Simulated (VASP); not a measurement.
A run of VASP 6.6.1 is set up as follows.

Contents of POSCAR:

```
Ti
1.0
   -1.6258948694      1.5852474977      1.6258948694
    1.6258948694     -1.5852474977      1.6258948694
    1.6258948694      1.5852474977     -1.6258948694
Ti
1
Direct
    0.0000000000      0.0000000000      0.0000000000
```

File INCAR.step1:

```
SYSTEM = Ti
PREC = Accurate ; ENCUT = 520
ISMEAR = 0 ; SIGMA = 0.15
LREAL = .False. ; LASPH = .True.
NELM = 80 ; NBANDS = 12
GGA = PE ; ALGO = Normal
EDIFF = 1E-4 ; LWAVE = .True.
LCHARG = .False.
```

INCAR.step2

```
SYSTEM = Ti
PREC = Accurate ; ENCUT = 520
EDIFF = 1E-6 ; ISMEAR = 0
SIGMA = 0.15 ; LREAL = .False.
LASPH = .True. ; NELM = 80
ALGO = Normal ; ISIF = 2
LWAVE = .False. ; LCHARG = .False.
METAGGA = R2SCAN ; LMIXTAU = .True.
NBANDS = 12 ; ISTART = 1
```

KPOINTS

```
Automatic mesh
0
Gamma
  26 26 26
  0 0 0
```

Potentials or basis: VASP PAW PBE potentials, release 64 (Ti_sv).

The run is started by

```sh
$ cat potpaw_PBE.64/Ti_sv/POTCAR > POTCAR
$ cp INCAR.step1 INCAR
$ mpirun -np 1 vasp_std > vasp.out
$ cp INCAR.step2 INCAR
$ mpirun -np 1 vasp_std > vasp.out
```

Q: Estimate the pressure.

A: 3.4 GPa.

Q: Predict the band gap on the k mesh.

A: Zero (bands 6 and 7 overlap by 1.88 eV).

Stress tensor (GPa, compression positive):
```
3.76 0.00 0.00
0.00 2.73 0.00
0.00 0.00 3.76
```

Caveat: the cell differs from its parent crystal (strain -0.0250 x Voigt [0, 1, 0, 0, 0, 0]); the cell stands under pressure; the PAW data sets were made with another functional, which shifts forces and pressure a little.
